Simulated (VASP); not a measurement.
AlFe (CsCl type), 2 atoms in the cell. The structure is cubic, space group Pm-3m (No. 221). The conventional cell has a = 2.880 Å, b = 2.880 Å, c = 2.880 Å, α = 90.00°, β = 90.00°, γ = 90.00°. Fe (site symmetry m-3m) has 8 Al at 2.49 Å and 6 Fe at 2.88 Å within 3.3 Å. Al (site symmetry m-3m) has 8 Fe at 2.49 Å and 6 Al at 2.88 Å within 3.3 Å. 

* Program: VASP 6.6.1
* Task: single point
* Functional: HSE06
* Potentials or basis: VASP PAW PBE potentials, release 64 (Fe, Al)
* Cutoff: 520 eV
* k mesh: 4 × 4 × 4
* Occupations: fermi-dirac, width 0.1 eV
* Spin: no spin polarisation
* Dipole correction: no
* Grid for exact exchange (PRECFOCK): Normal
* Further INCAR settings: ALGO = Normal; EDIFF = 1e-07; NBANDS = 12
* Share of exact exchange: 0.25
* Screening parameter: 0.2079 1/Å

Potentials or basis: VASP PAW PBE potentials, release 64 (Fe, Al).

Command:

```sh
$ cat potpaw_PBE.64/Fe/POTCAR potpaw_PBE.64/Al/POTCAR > POTCAR
$ cp INCAR.step1 INCAR
$ mpirun -np 1 vasp_std > vasp.out
$ cp INCAR.step2 INCAR
$ mpirun -np 1 vasp_std > vasp.out
```

Hardware: 1 thread of AMD EPYC 7R43 64-Core Processor (Zen 3), with other jobs on the host.

Question: Estimate the wall time of this run.

Answer: It took 4.3 min on 1 thread of AMD EPYC 7R43 64-Core Processor (Zen 3) (shared host), peak memory 0.21 GiB. Counts: k points 10.
